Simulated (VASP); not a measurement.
# Ge (P6/mmm) in VASP: further runs

Runs on Ge. Level: PBE. Tasks: single point.

Everything below comes from runs of VASP 6.6.1. Logs are shortened: lines on timing, memory, paths and dates and some standing lists are left out, and cuts for length are marked.

## 1. The cell of the first run

It takes space group P6/mmm (No. 191, hexagonal). Conventional cell: a = 4.842 Å, b = 4.842 Å, c = 2.854 Å, α = 90.00°, β = 90.00°, γ = 120.00°. Within 3.7 Å of Ge (site symmetry -6m2) lie 11 Ge at 2.80 to 3.14 Å. Within 3.8 Å of Ge (site symmetry 6/mmm) lie 14 Ge at 2.85 to 3.14 Å.

## 2. Single point, PBE

Contents of INCAR:

```
ALGO = Normal
EDIFF = 1E-6
ENCUT = 520
GGA = PE
ISIF = 2
ISMEAR = 0
LASPH = T
LCHARG = F
LREAL = F
LWAVE = F
NBANDS = 51
NELM = 60
PREC = Accurate
SIGMA = 0.1
```

Contents of KPOINTS:

```
k-points
0
Gamma
  6 6 4
```

Contents of POSCAR:

```
Ge
1.0
    4.8421554123      0.0000000030      0.0000000000
   -2.4210777088      4.1934295946      0.0000000000
    0.0000000000      0.0000000000      5.7083664467
Ge
6
Direct
    0.3333333333      0.6666666667      0.7500298455
    0.3333333333      0.6666666667      0.2499701545
    0.6666666667      0.3333333333      0.2499701545
    0.6666666667      0.3333333333      0.7500298455
    0.0000000000      0.0000000000      0.0000000000
    0.0000000000      0.0000000000      0.5000000000
```

Potentials or basis: VASP PAW PBE potentials, release 64 (Ge_d).

The run is started by

```bash
> cat potpaw_PBE.64/Ge_d/POTCAR > POTCAR
> mpirun -np 1 vasp_std > vasp.out
```

OUTCAR:

```text
EDIFF = 1E-6
   ENCUT = 520
   GGA = PE
   ISIF = 2
   ISMEAR = 0
   LASPH = T
   LREAL = F
   NELM = 60
   PREC = Accurate

 ion  position               nearest neighbor table
   1  0.333  0.667  0.750-   4 2.80   4 2.80   4 2.80   2 2.85   2 2.85
   2  0.333  0.667  0.250-   3 2.80   3 2.80   3 2.80   1 2.85   1 2.85
   3  0.667  0.333  0.250-   2 2.80   2 2.80   2 2.80   4 2.85   4 2.85
   4  0.667  0.333  0.750-   1 2.80   1 2.80   1 2.80   3 2.85   3 2.85
   5  0.000  0.000  0.000-   6 2.85   6 2.85
   6  0.000  0.000  0.500-   5 2.85   5 2.85

  LATTYP: Found a hexagonal cell.
 ALAT       =     4.8421554123
 C/A-ratio  =     1.1788895565

  Lattice vectors:

 A1 = (   4.8421554123,   0.0000000030,   0.0000000000)
 A2 = (  -2.4210777088,   4.1934295946,   0.0000000000)
 A3 = (   0.0000000000,   0.0000000000,   5.7083664467)

Analysis of symmetry for initial positions (statically):
=====================================================================
 Subroutine PRICEL returns:
 Original cell was already a primitive cell.

 Routine SETGRP: Setting up the symmetry group for a
 hexagonal supercell.

 Subroutine GETGRP returns: Found 24 space group operations
 (whereof 24 operations were pure point group operations)
 out of a pool of 24 trial point group operations.

The static configuration has the point symmetry D_6h.

Analysis of symmetry for dynamics (positions and initial velocities):
=====================================================================
 Subroutine PRICEL returns:
 Original cell was already a primitive cell.

 Routine SETGRP: Setting up the symmetry group for a
 hexagonal supercell.

 Subroutine GETGRP returns: Found 24 space group operations
 (whereof 24 operations were pure point group operations)
 out of a pool of 24 trial point group operations.

The dynamic configuration has the point symmetry D_6h.

 Subroutine INISYM returns: Found 24 space group operations
 (whereof 24 operations are pure point group operations),
 and found     1 'primitive' translations

----------------------------------------------------------------------------------------

                                     Primitive cell

  volume of cell :     115.9097

  direct lattice vectors                    reciprocal lattice vectors
     4.842155412  0.000000003  0.000000000     0.206519600  0.119234147  0.000000000
    -2.421077709  4.193429595  0.000000000    -0.000000000  0.238468294  0.000000000
     0.000000000  0.000000000  5.708366447     0.000000000  0.000000000  0.175181466

  length of vectors
     4.842155412  4.842155412  5.708366447     0.238468294  0.238468294  0.175181466

  position of ions in fractional coordinates (direct lattice)
     0.333333333  0.666666667  0.750029846
     0.333333333  0.666666667  0.249970154
     0.666666667  0.333333333  0.249970154
     0.666666667  0.333333333  0.750029846
     0.000000000  0.000000000  0.000000000
     0.000000000  0.000000000  0.500000000

  ion indices of the primitive-cell ions
   primitive index   ion index
                 1           1
                 2           2
                 3           3
                 4           4
                 5           5
                 6           6

----------------------------------------------------------------------------------------

 KPOINTS: k-points

Automatic generation of k-mesh.
 Grid dimensions read from file:
 generate k-points for:    6    6    4

 Generating k-lattice:

  Cartesian coordinates                     Fractional coordinates (reciprocal lattice)
     0.034419933  0.019872358  0.000000000     0.166666667  0.000000000  0.000000000
    -0.000000000  0.039744716  0.000000000    -0.000000000  0.166666667  0.000000000
     0.000000000  0.000000000  0.043795366     0.000000000  0.000000000  0.250000000

  Length of vectors
     0.039744716  0.039744716  0.043795366

  Shift w.r.t. Gamma in fractional coordinates (k-lattice)
     0.000000000  0.000000000  0.000000000

 Subroutine IBZKPT returns following result:
 ===========================================

 Found     21 irreducible k-points:

 Following reciprocal coordinates:
            Coordinates               Weight
  0.000000  0.000000  0.000000      1.000000
  0.166667 -0.000000  0.000000      6.000000
  0.333333  0.000000  0.000000      6.000000
  0.500000 -0.000000  0.000000      3.000000
  0.166667  0.166667  0.000000      6.000000
  0.333333  0.166667  0.000000     12.000000
[... 13 lines left out ...]
  0.333333  0.166667  0.500000     12.000000
  0.333333  0.333333  0.500000      2.000000
   k-points           NKPTS =     21   k-points in BZ     NKDIM =     21   number of bands    NBANDS=     51
   number of dos      NEDOS =    301   number of ions     NIONS =      6
   total plane-waves  NPLWV =  54432
   dimension x,y,z NGX =    36 NGY =   36 NGZ =   42
   dimension x,y,z NGXF=    72 NGYF=   72 NGZF=   84
   ions per type =               6
   NGX,Y,Z   is equivalent  to a cutoff of  12.36, 12.36, 12.23 a.u.
   NGXF,Y,Z  is equivalent  to a cutoff of  24.72, 24.72, 24.46 a.u.
 SYSTEM =  unknown system
   PREC   = accura    normal or accurate (medium, high low for compatibility)
   ISTART =      0    job   : 0-new  1-cont  2-samecut
   ICHARG =      2    charge: 1-file 2-atom 10-const
   ISPIN  =      1    spin polarized calculation?
   LNONCOLLINEAR =      F non collinear calculations
   LSORBIT =      F    spin-orbit coupling
   LASPH  =      T    aspherical Exc in radial PAW
   ENCUT  =  520.0 eV  38.22 Ry    6.18 a.u.   9.00  9.00 10.61*2*pi/ulx,y,z
   NELM   =     60;   NELMIN=  2; NELMDL= -5     # of ELM steps
   EDIFF  = 0.1E-05   stopping-criterion for ELM
   LREAL  =      F    real-space projection
   EDIFFG = 0.1E-04   stopping-criterion for IOM
   NSW    =      0    number of steps for IOM
   IBRION =     -1    ionic relax: 0-MD 1-quasi-New 2-CG
   NFREE  =      0    steps in history (QN), initial steepest desc. (CG)
   ISIF   =      2    stress and relaxation
   ISYM   =      2    0-nonsym 1-usesym 2-fastsym
   POTIM  = 0.5000    time-step for ionic-motion
   TEBEG  =    0.0;   TEEND  =   0.0 temperature during run
   PSTRESS=    0.0 pullay stress
   NELECT =      84.0000    total number of electrons
   NUPDOWN=      -1.0000    fix difference up-down
   EMIN   =  10.00;   EMAX   =-10.00  energy-range for DOS
   EFERMI =   0.00;   METHOD = LEGACY
   ISMEAR =     0;   SIGMA  =   0.10  broadening in eV -4-tet -1-fermi 0-gaus
   EFERMI_NEDOS =   21; number of points for ismear=-14 and -15
   IALGO  =     38    algorithm
   IMIX   =      4    mixing-type and parameters
     AMIX     =   0.40;   BMIX     =  1.00
     AMIX_MAG =   1.60;   BMIX_MAG =  1.00
  volume/ion in A,a.u.               =      19.32       130.37
  Fermi-wavevector in a.u.,A,eV,Ry     =   1.470487  2.778818 29.420326  2.162333
  Thomas-Fermi vector in A             =   2.585738
   LORBIT       =      0    0 simple, 1 ext, 2 COOP (PROOUT), +10 PAW based schemes
   GGA     = PE    functional components
   LHFCALC =     F    Hartree Fock is set to
   AEXX    =    0.0000 exact exchange contribution
   IVDW    =     0    specifies the selected vdW correction
   LEPSILON=     F    determine dielectric tensor
   LRPA    =     F    only Hartree local field effects (RPA)
 non-spin polarized calculation
 Gauss-broadening in eV      SIGMA  =   0.10
  energy-cutoff  :      520.00
  volume of cell :      115.91
 maximum number of plane-waves:      3150
 NGX is ok and might be reduce to    36
   NGX = 17   NGY = 17   NGZ = 21

 number of electron      83.9999996 magnetization

 Free energy of the ion-electron system (eV)
  ---------------------------------------------------
  ext. energy  EPLUGINS =         0.00000000
  ---------------------------------------------------
  free energy    TOTEN  =       -25.25945730 eV

  energy without entropy =      -25.24766580  energy(sigma->0) =      -25.25356155

 E-fermi :   6.5367     XC(G=0): -11.1735

 val. band max:        6.5090119916   @ k =   0.3333   0.1667   0.0000
 cond. band min:       6.6173865356   @ k =   0.1667  -0.0000   0.2500
 fundamental gap:      0.1083745439
 Fermi energy:         6.5366952089

 k-point     1 :       0.0000    0.0000    0.0000
  band No.  band energies     occupation
      1     -18.3633      2.00000
      2     -18.3258      2.00000
      3     -18.3258      2.00000
      4     -18.3162      2.00000
      5     -18.3162      2.00000
      6     -18.3119      2.00000
[... 43 lines left out ...]
     50      10.9077      0.00000
     51      11.2318      0.00000

 k-point     2 :       0.1667   -0.0000    0.0000
  band No.  band energies     occupation
      1     -18.3629      2.00000
      2     -18.3255      2.00000
      3     -18.3252      2.00000
      4     -18.3145      2.00000
      5     -18.3133      2.00000
      6     -18.3125      2.00000
[... 43 lines left out ...]
     50      11.1392      0.00000
     51      11.9402      0.00000

 k-point     3 :       0.3333    0.0000    0.0000
  band No.  band energies     occupation
      1     -18.3621      2.00000
      2     -18.3241      2.00000
      3     -18.3233      2.00000
      4     -18.3145      2.00000
      5     -18.3138      2.00000
      6     -18.3110      2.00000
[... 43 lines left out ...]
     50      11.8203      0.00000
     51      12.2429      0.00000
[... 865 lines left out ...]
 k-point    20 :       0.3333    0.1667    0.5000
  band No.  band energies     occupation
      1     -18.3119      2.00000
      2     -18.3115      2.00000
      3     -18.3111      2.00000
      4     -18.3107      2.00000
      5     -18.2978      2.00000
      6     -18.2975      2.00000
[... 43 lines left out ...]
     50      10.7005      0.00000
     51      11.7709      0.00000

 k-point    21 :       0.3333    0.3333    0.5000
  band No.  band energies     occupation
      1     -18.3113      2.00000
      2     -18.3113      2.00000
      3     -18.3109      2.00000
      4     -18.3109      2.00000
      5     -18.2964      2.00000
      6     -18.2964      2.00000
[... 43 lines left out ...]
     50      12.4951      0.00000
     51      12.4953      0.00000

------------------------ aborting loop because EDIFF is reached ----------------------------------------

  FORCE on cell =-STRESS in cart. coord.  units (eV):
  Direction    XX          YY          ZZ          XY          YZ          ZX
  --------------------------------------------------------------------------------------
  -------------------------------------------------------------------------------------
  Total       -0.0653009     -0.0653009      0.2305838      0.0000000     -0.0000000     -0.0000000
  in kB       -0.9026304     -0.9026304      3.1872740      0.0000000     -0.0000000     -0.0000000
  external PRESSURE =       0.4606711 kB  Pullay stress =       0.0000000 kB

 VOLUME and BASIS-vectors are now :
 -----------------------------------------------------------------------------
  energy-cutoff  :      520.00
  volume of cell :      115.91
      direct lattice vectors                 reciprocal lattice vectors
     4.842155412  0.000000003  0.000000000     0.206519600  0.119234147  0.000000000
    -2.421077709  4.193429595  0.000000000    -0.000000000  0.238468294  0.000000000
     0.000000000  0.000000000  5.708366447     0.000000000  0.000000000  0.175181466

 POSITION                                       TOTAL-FORCE (eV/Angst)
 -----------------------------------------------------------------------------------
     -0.00000      2.79562      4.28145         0.000000     -0.000000     -0.001120
     -0.00000      2.79562      1.42692         0.000000     -0.000000      0.001120
      2.42108      1.39781      1.42692        -0.000000      0.000000      0.001120
      2.42108      1.39781      4.28145        -0.000000      0.000000     -0.001120
      0.00000      0.00000      0.00000         0.000000      0.000000      0.000000
      0.00000      0.00000      2.85418         0.000000      0.000000      0.000000
 -----------------------------------------------------------------------------------
    total drift:                                0.000000      0.000000      0.000000

  FREE ENERGIE OF THE ION-ELECTRON SYSTEM (eV)
  ---------------------------------------------------
  free  energy   TOTEN  =       -25.2594573030 eV

  energy  without entropy=      -25.2476658016  energy(sigma->0) =      -25.25356155
```

Run time: 41 s. Hardware: 1 thread of Intel Xeon 6975P-C (Granite Rapids), shared host; peak memory 0.26 GiB.

What came out:

* Free energy: -25.2595 eV
* Pressure: 0.0 GPa
* Band gap on the k mesh: zero (band 42 reaches 7.68 eV, above the bottom of band 43 at 4.68 eV)

Stress tensor (GPa, compression positive):
```
-0.09  0.00  0.00
 0.00 -0.09  0.00
 0.00  0.00  0.32
```

Levels at points of the mesh, in eV from the Fermi level:
```
           k point  band 40  band 41  band 42  band 43  band 44  band 45
(0.00, 0.00, 0.00)    -2.79    -1.67    -1.26    -0.57    -0.47    -0.47
(0.50, 0.00, 0.00)    -2.02    -1.63     0.22     1.07     1.21     2.90
(0.00, 0.00, 0.50)    -2.15    -1.86    -1.86    -1.86    -1.86    -1.63
(0.50, 0.00, 0.50)    -0.33    -0.22    -0.22     2.46     2.46     2.56
```

(Continued in part 2 of 2.)
